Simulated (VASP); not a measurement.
SnO (zincblende type):

```xyz
2
Lattice="0.0000 2.2785 2.2785 2.2785 0.0000 2.2785 2.2785 2.2785 0.0000" Properties=species:S:1:pos:R:3 pbc="T T T"
Sn    0.0000    0.0000    0.0000
O     1.1392    1.1392    1.1392
```

| Property | Result |
| --- | --- |
| Program | VASP 6.6.1 |
| Task | relaxation of cell and atoms |
| Functional | PBE |
| Potentials or basis | VASP PAW PBE potentials, release 64 (Sn_d, O) |
| Cutoff | 600 eV |
| k mesh | 12 × 12 × 12 |
| Occupations | fermi-dirac, width 0.08 eV |
| Spin | no spin polarisation |

At the start: pressure 98.6 GPa; volume 11.83 Å³/atom.

Problem. How do energy, volume and symmetry change on relaxing?

Solution. Over 6 steps the energy falls by 1642.4 meV/atom and the volume is 20.09 Å³/atom (+69.8 %); space group F-43m (No. 216, to 0.05 Å).

The path:
| step | energy change (eV) | largest force (eV/Å) | pressure (GPa) | volume (Å³) |
| --- | --- | --- | --- | --- |
| 1 | 0.0000 | 0.0000 | 98.61 | 23.66 |
| 2 | -1.9882 | 0.0000 | -19.14 | 58.36 |
| 3 | -3.2846 | 0.0000 | 0.34 | 39.98 |
| 4 | -3.2846 | 0.0000 | -0.36 | 40.37 |
| 5 | -3.2848 | 0.0000 | 0.09 | 40.13 |
| 6 | -3.2848 | 0.0000 | 0.00 | 40.18 |

Final structure:
```
Sn O
1.0
     0.00000    2.71849    2.71849
     2.71849    0.00000    2.71849
     2.71849    2.71849    0.00000
Sn O
1 1
Direct
  0.00000 0.00000 0.00000
  0.25000 0.25000 0.25000
```

Caveat: the volume moved by over 15 % at a fixed basis, so the end points are rough.
